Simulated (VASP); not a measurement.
# Si15As (a cell with a defect) in VASP: single point with PBE

Aim: the single point of Si15As (a cell with a defect) with PBE.

Everything below comes from runs of VASP 6.6.1. Logs are shortened: lines on timing, memory, paths and dates and some standing lists are left out, and cuts for length are marked.

**1. The cell of the first run**

The cell holds a defect, 16 atoms: a = 7.736 Å, b = 7.736 Å, c = 7.736 Å, α = 60.00°, β = 60.00°, γ = 60.00°.

**2. Single point, PBE**

INCAR

```
SYSTEM = Si15As
PREC     = Accurate       ! precision mode
ENCUT    = 520            ! plane-wave cutoff, eV
EDIFF    = 1E-6           ! SCF threshold, eV
ISMEAR   = 0              ! smearing method
SIGMA    = 0.01           ! smearing width, eV
LREAL    = Auto         
LASPH    = .True.         ! aspherical terms in the spheres
NELM     = 60             ! most SCF steps
ALGO     = Normal         ! electronic algorithm
ISIF     = 2              ! what is computed and relaxed
LWAVE    = .False.        ! write WAVECAR
LCHARG   = .False.        ! write CHGCAR
GGA      = PE             ! functional
NBANDS   = 46             ! bands
NELECT   = 64.0
```

KPOINTS

```
Automatic mesh
0
Gamma
  2 2 2
  0 0 0
```

POSCAR

```
Si15As
1.0
    0.0000000000      5.4700937543     -5.4700937543
    5.4700937543      5.4700937543      0.0000000000
    5.4700937543      0.0000000000     -5.4700937543
As Si
1 15
Direct
    0.1234981796      0.1242910290      0.1275796374
    0.1202572037      0.6286725746      0.1243679451
    0.6244337591      0.1247792320      0.1251161286
    0.6253295029      0.6285461926      0.1243958043
    0.1209843554      0.1247676527      0.6285459259
    0.1202542878      0.6285710385      0.6294544202
    0.6243478458      0.1247737410      0.6284671706
    0.6227646274      0.6261257298      0.6268847449
    0.2531831876      0.7348841867      0.2572886239
    0.2521255162      0.2541486994      0.2562292624
    0.7476479311      0.7490045451      0.2541323557
    0.7364294950      0.2540129637      0.2561121575
    0.2500542748      0.7490198632      0.7517359554
    0.2520139463      0.2540341040      0.7404736460
    0.7476092067      0.7490276956      0.7517468003
    0.7482507572      0.2496128542      0.7523414235
```

Potentials or basis: VASP PAW PBE potentials, release 64 (As, Si).

The run is started by

```bash
$ cat potpaw_PBE.64/As/POTCAR potpaw_PBE.64/Si/POTCAR > POTCAR
$ mpirun -np 1 vasp_std > vasp.out
```

OUTCAR:

```text
SYSTEM = Si15As
   PREC = Accurate
   ENCUT = 520
   EDIFF = 1E-6
   ISMEAR = 0
   LREAL = Auto
   LASPH = .True.
   NELM = 60
   ISIF = 2
   GGA = PE
   NELECT = 64.0

 ion  position               nearest neighbor table
   1  0.123  0.124  0.128-  12 2.44  14 2.45  10 2.45   9 2.46
   2  0.120  0.629  0.124-   9 2.35  11 2.35  13 2.35  10 2.37
   3  0.624  0.125  0.125-  12 2.35  10 2.35  16 2.35  11 2.37
   4  0.625  0.629  0.124-  11 2.35   9 2.35  15 2.35  12 2.37
   5  0.121  0.125  0.629-  14 2.35  10 2.35  16 2.35  13 2.37
   6  0.120  0.629  0.629-  13 2.35   9 2.35  15 2.35  14 2.37
[... 8 lines left out ...]
  15  0.748  0.749  0.752-   8 2.35   6 2.35   4 2.35   7 2.37
  16  0.748  0.250  0.752-   7 2.35   5 2.35   3 2.35   8 2.38

  LATTYP: Found a face centered cubic cell.
 ALAT       =    10.9401875086

  Lattice vectors:

 A1 = (   0.0000000000,   5.4700937543,  -5.4700937543)
 A2 = (   5.4700937543,   5.4700937543,   0.0000000000)
 A3 = (   5.4700937543,   0.0000000000,  -5.4700937543)

Analysis of symmetry for initial positions (statically):
=====================================================================
 Subroutine PRICEL returns:
 Original cell was already a primitive cell.

 Routine SETGRP: Setting up the symmetry group for a
 face centered cubic supercell.

 Subroutine GETGRP returns: Found  1 space group operations
 (whereof  1 operations were pure point group operations)
 out of a pool of 48 trial point group operations.

The static configuration has the point symmetry C_1 .

Analysis of symmetry for dynamics (positions and initial velocities):
=====================================================================
 Subroutine PRICEL returns:
 Original cell was already a primitive cell.

 Routine SETGRP: Setting up the symmetry group for a
 face centered cubic supercell.

 Subroutine GETGRP returns: Found  1 space group operations
 (whereof  1 operations were pure point group operations)
 out of a pool of 48 trial point group operations.

The dynamic configuration has the point symmetry C_1 .

 Subroutine INISYM returns: Found  1 space group operations
 (whereof  1 operations are pure point group operations),
 and found     1 'primitive' translations

----------------------------------------------------------------------------------------

                                     Primitive cell

  volume of cell :     327.3515

  direct lattice vectors                    reciprocal lattice vectors
     0.000000000  5.470093754 -5.470093754    -0.091406112  0.091406112 -0.091406112
     5.470093754  5.470093754  0.000000000     0.091406112  0.091406112  0.091406112
     5.470093754  0.000000000 -5.470093754     0.091406112 -0.091406112 -0.091406112

  length of vectors
     7.735880775  7.735880775  7.735880775     0.158320029  0.158320029  0.158320029

  position of ions in fractional coordinates (direct lattice)
     0.123498180  0.124291029  0.127579637
     0.120257204  0.628672575  0.124367945
     0.624433759  0.124779232  0.125116129
     0.625329503  0.628546193  0.124395804
     0.120984355  0.124767653  0.628545926
     0.120254288  0.628571038  0.629454420
[... 8 lines left out ...]
     0.747609207  0.749027696  0.751746800
     0.748250757  0.249612854  0.752341423

  ion indices of the primitive-cell ions
   primitive index   ion index
                 1           1
                 2           2
                 3           3
                 4           4
                 5           5
                 6           6
[... 8 lines left out ...]
                15          15
                16          16

----------------------------------------------------------------------------------------

 KPOINTS: Automatic mesh

Automatic generation of k-mesh.
 Grid dimensions read from file:
 generate k-points for:    2    2    2

 Generating k-lattice:

  Cartesian coordinates                     Fractional coordinates (reciprocal lattice)
    -0.045703056  0.045703056 -0.045703056     0.500000000  0.000000000  0.000000000
     0.045703056  0.045703056  0.045703056     0.000000000  0.500000000  0.000000000
     0.045703056 -0.045703056 -0.045703056     0.000000000  0.000000000  0.500000000

  Length of vectors
     0.079160015  0.079160015  0.079160015

  Shift w.r.t. Gamma in fractional coordinates (k-lattice)
     0.000000000  0.000000000  0.000000000

 Subroutine IBZKPT returns following result:
 ===========================================

 Found      8 irreducible k-points:

 Following reciprocal coordinates:
            Coordinates               Weight
  0.000000  0.000000  0.000000      1.000000
  0.500000  0.000000  0.000000      1.000000
  0.000000  0.500000  0.000000      1.000000
  0.000000  0.000000  0.500000      1.000000
  0.500000  0.500000  0.500000      1.000000
  0.500000  0.500000  0.000000      1.000000
  0.000000  0.500000  0.500000      1.000000
  0.500000  0.000000  0.500000      1.000000
   k-points           NKPTS =      8   k-points in BZ     NKDIM =      8   number of bands    NBANDS=     46
   number of dos      NEDOS =    301   number of ions     NIONS =     16
   total plane-waves  NPLWV = 216000
   dimension x,y,z NGX =    60 NGY =   60 NGZ =   60
   dimension x,y,z NGXF=   120 NGYF=  120 NGZF=  120
   ions per type =               1  15
   NGX,Y,Z   is equivalent  to a cutoff of  12.89, 12.89, 12.89 a.u.
   NGXF,Y,Z  is equivalent  to a cutoff of  25.79, 25.79, 25.79 a.u.
 SYSTEM =  Si15As
   PREC   = accura    normal or accurate (medium, high low for compatibility)
   ISTART =      0    job   : 0-new  1-cont  2-samecut
   ICHARG =      2    charge: 1-file 2-atom 10-const
   ISPIN  =      1    spin polarized calculation?
   LNONCOLLINEAR =      F non collinear calculations
   LSORBIT =      F    spin-orbit coupling
   LASPH  =      T    aspherical Exc in radial PAW
   ENCUT  =  520.0 eV  38.22 Ry    6.18 a.u.  14.38 14.38 14.38*2*pi/ulx,y,z
   NELM   =     60;   NELMIN=  2; NELMDL= -5     # of ELM steps
   EDIFF  = 0.1E-05   stopping-criterion for ELM
   LREAL  =      T    real-space projection
   EDIFFG = 0.1E-04   stopping-criterion for IOM
   NSW    =      0    number of steps for IOM
   IBRION =     -1    ionic relax: 0-MD 1-quasi-New 2-CG
   NFREE  =      0    steps in history (QN), initial steepest desc. (CG)
   ISIF   =      2    stress and relaxation
   ISYM   =      2    0-nonsym 1-usesym 2-fastsym
   POTIM  = 0.5000    time-step for ionic-motion
   TEBEG  =    0.0;   TEEND  =   0.0 temperature during run
   PSTRESS=    0.0 pullay stress
   NELECT =      64.0000    total number of electrons
   NUPDOWN=      -1.0000    fix difference up-down
   EMIN   =  10.00;   EMAX   =-10.00  energy-range for DOS
   EFERMI =   0.00;   METHOD = LEGACY
   ISMEAR =     0;   SIGMA  =   0.01  broadening in eV -4-tet -1-fermi 0-gaus
   EFERMI_NEDOS =   21; number of points for ismear=-14 and -15
   IALGO  =     38    algorithm
   IMIX   =      4    mixing-type and parameters
     AMIX     =   0.40;   BMIX     =  1.00
     AMIX_MAG =   1.60;   BMIX_MAG =  1.00
  volume/ion in A,a.u.               =      20.46       138.07
  Fermi-wavevector in a.u.,A,eV,Ry     =   0.950160  1.795542 12.283393  0.902804
  Thomas-Fermi vector in A             =   2.078511
   LORBIT       =      0    0 simple, 1 ext, 2 COOP (PROOUT), +10 PAW based schemes
   GGA     = PE    functional components
   LHFCALC =     F    Hartree Fock is set to
   AEXX    =    0.0000 exact exchange contribution
   IVDW    =     0    specifies the selected vdW correction
   LEPSILON=     F    determine dielectric tensor
   LRPA    =     F    only Hartree local field effects (RPA)
 non-spin polarized calculation
 Gauss-broadening in eV      SIGMA  =   0.01
  energy-cutoff  :      520.00
  volume of cell :      327.35
 maximum number of plane-waves:      8824
 NGX is ok and might be reduce to    60
   NGX = 29   NGY = 29   NGZ = 29

 number of electron      64.0000000 magnetization

 Free energy of the ion-electron system (eV)
  ---------------------------------------------------
  ext. energy  EPLUGINS =         0.00000000
  ---------------------------------------------------
  free energy    TOTEN  =       -90.45693123 eV

  energy without entropy =      -90.45693123  energy(sigma->0) =      -90.45693123

 E-fermi :   5.5251     XC(G=0):  -9.2832

 val. band max:        5.4861591847   @ k =   0.0000   0.0000   0.0000
 cond. band min:       5.5640241741   @ k =   0.0000   0.0000   0.0000
 fundamental gap:      0.0778649894
 Fermi energy:         5.5251403529

 k-point     1 :       0.0000    0.0000    0.0000
  band No.  band energies     occupation
      1      -6.8724      2.00000
      2      -5.2466      2.00000
      3      -3.9531      2.00000
      4      -3.9414      2.00000
      5      -3.9405      2.00000
      6      -2.9377      2.00000
[... 36 lines left out ...]
     43       8.0573      0.00000
     44       8.1064      0.00000

 k-point     2 :       0.5000    0.0000    0.0000
  band No.  band energies     occupation
      1      -6.6145      2.00000
      2      -5.4104      2.00000
      3      -4.6362      2.00000
      4      -3.6190      2.00000
      5      -3.6175      2.00000
      6      -3.5397      2.00000
[... 36 lines left out ...]
     43       9.1165      0.00000
     44       9.1914      0.00000

 k-point     3 :       0.0000    0.5000    0.0000
  band No.  band energies     occupation
      1      -6.6159      2.00000
      2      -5.4120      2.00000
      3      -4.6348      2.00000
      4      -3.6170      2.00000
      5      -3.6162      2.00000
      6      -3.5315      2.00000
[... 224 lines left out ...]
     43       9.9445      0.00000
     44      10.0215      0.00000

 k-point     8 :       0.5000    0.0000    0.5000
  band No.  band energies     occupation
      1      -6.5396      2.00000
      2      -5.1783      2.00000
      3      -4.6853      2.00000
      4      -4.2311      2.00000
      5      -4.2225      2.00000
      6      -4.2184      2.00000
[... 36 lines left out ...]
     43       9.9450      0.00000
     44      10.0219      0.00000
 [bands above 44 left out]

------------------------ aborting loop because EDIFF is reached ----------------------------------------

  FORCE on cell =-STRESS in cart. coord.  units (eV):
  Direction    XX          YY          ZZ          XY          YZ          ZX
  --------------------------------------------------------------------------------------
  -------------------------------------------------------------------------------------
  Total       -7.3993018     -7.4108264     -7.4355521     -0.6878354     -0.7394083     -0.7328062
  in kB      -36.2148772    -36.2712830    -36.3922993     -3.3665170     -3.6189335     -3.5866206
  external PRESSURE =     -36.2928198 kB  Pullay stress =       0.0000000 kB

 VOLUME and BASIS-vectors are now :
 -----------------------------------------------------------------------------
  energy-cutoff  :      520.00
  volume of cell :      327.35
      direct lattice vectors                 reciprocal lattice vectors
     0.000000000  5.470093754 -5.470093754    -0.091406112  0.091406112 -0.091406112
     5.470093754  5.470093754  0.000000000     0.091406112  0.091406112  0.091406112
     5.470093754  0.000000000 -5.470093754     0.091406112 -0.091406112 -0.091406112

 POSITION                                       TOTAL-FORCE (eV/Angst)
 -----------------------------------------------------------------------------------
      1.37776      1.35543     -1.37342        -0.003503     -0.006631     -0.006503
      4.11920      4.09672     -1.33812        -0.005428     -0.005339     -0.004586
      1.36695      4.09827     -4.10011        -0.007186     -0.007993      0.003013
      4.11866      6.85882     -4.10107        -0.006864     -0.005737     -0.000515
      4.12070      1.34429     -4.10000        -0.004514     -0.005159     -0.000193
      6.88152      4.09614     -4.10098        -0.010381     -0.006258      0.000660
[... 8 lines left out ...]
      8.20938      8.18674     -8.20162         0.007237      0.008415     -0.000490
      5.48078      5.45841     -8.20838         0.008053      0.006343      0.000260
 -----------------------------------------------------------------------------------
    total drift:                               -0.001770     -0.006037      0.002702

  FREE ENERGIE OF THE ION-ELECTRON SYSTEM (eV)
  ---------------------------------------------------
  free  energy   TOTEN  =       -90.4569312340 eV

  energy  without entropy=      -90.4569312336  energy(sigma->0) =      -90.45693123
```

It took 9.1 min on 1 thread of AMD EPYC, shared host; peak memory 0.46 GiB.

Results:

```yaml
Free_energy: -90.4569 eV
Largest_force: 0.022 eV/Å
```

Forces on the atoms (eV/Å):
```
As  -0.004 -0.007 -0.007
Si  -0.005 -0.005 -0.005
Si  -0.007 -0.008  0.003
Si  -0.007 -0.006 -0.001
Si  -0.005 -0.005  0.000
Si  -0.010 -0.006  0.001
Si  -0.006 -0.004 -0.001
Si  -0.006 -0.006 -0.002
Si  -0.002 -0.001 -0.006
Si   0.011  0.011 -0.007
Si   0.009  0.008  0.001
Si   0.017 -0.008  0.012
Si   0.008  0.006  0.001
Si  -0.007  0.017  0.011
Si   0.007  0.008  0.000
Si   0.008  0.006  0.000
```

Caveat: the k points lie up to 0.50 Å⁻¹ apart; the cell carries a net charge on a neutralising background, which shifts energy and pressure; the cell is charged against a uniform background, so pressure and absolute levels hang on convention.
